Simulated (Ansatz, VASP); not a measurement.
## Os in VASP and in Ansatz

The input INCAR:

```
SYSTEM = Os
PREC = Accurate ; ENCUT = 520
EDIFF = 1E-6 ; ISMEAR = -1
SIGMA = 0.1 ; LREAL = .FALSE.
LASPH = .TRUE. ; NELM = 80
ALGO = Normal ; ISIF = 2
LWAVE = .FALSE. ; LCHARG = .TRUE.
GGA = PE ; LELF = .TRUE.
LVHAR = .TRUE. ; NBANDS = 10
```

File KPOINTS:

```
regular mesh
0
G
  14 14 14
  0 0 0
```

File POSCAR:

```
Os
1.0
    2.4875102744      0.0000000000      0.0000000000
    0.0000000000      2.4875102744      0.0000000000
    0.0000000000      0.0000000000      2.4875102744
Os
1
Direct
    0.0000000000      0.0000000000      0.0000000000
```

Input for Ansatz:

```yaml
crystal:
  lattice:
    - [2.4875102744, 0.0, 0.0]
    - [0.0, 2.4875102744, 0.0]
    - [0.0, 0.0, 2.4875102744]
  atoms:
    - { symbol: Os, position: [0.0, 0.0, 0.0] }
hamiltonian:
  xc: pbe
  pseudopotentials:
    kind: paw
    azcp:
      Os: "pseudopotentials/Os.paw.azcp"
basis:
  ecutwfc: 420
  fft_grid_basis: typed
kpoints:
  mp_grid: { grid: [14, 14, 14], shift: [0, 0, 0] }
magnetization:
  spin_polarized: false
scf:
  occupations: { method: fermi_dirac, width: 0.1 }
  lower_state_search: "off"
output:
  stress: true
```

Alike in both runs: task single point; functional PBE; k mesh 14 × 14 × 14; occupations fermi-dirac, width 0.1 eV; no spin polarisation.

|  | VASP | Ansatz |
| --- | --- | --- |
| version | VASP 6.6.1 | Ansatz 0.2.0 |
| potentials or method | VASP PAW PBE potentials, release 64 (Os), cutoff 520 eV | plane waves (420 eV) with PAW, scalar-relativistic |
| valence electrons in the cell | 8 | 16 |

```csv
,VASP,Ansatz,Ansatz less VASP
pressure (GPa),27.9,27.8,-0.10
```

VASP's potentials hold 8 valence electrons a cell and Ansatz's 16, so a difference there can come from the potentials and not from the codes.

Spin-orbit coupling is off throughout.
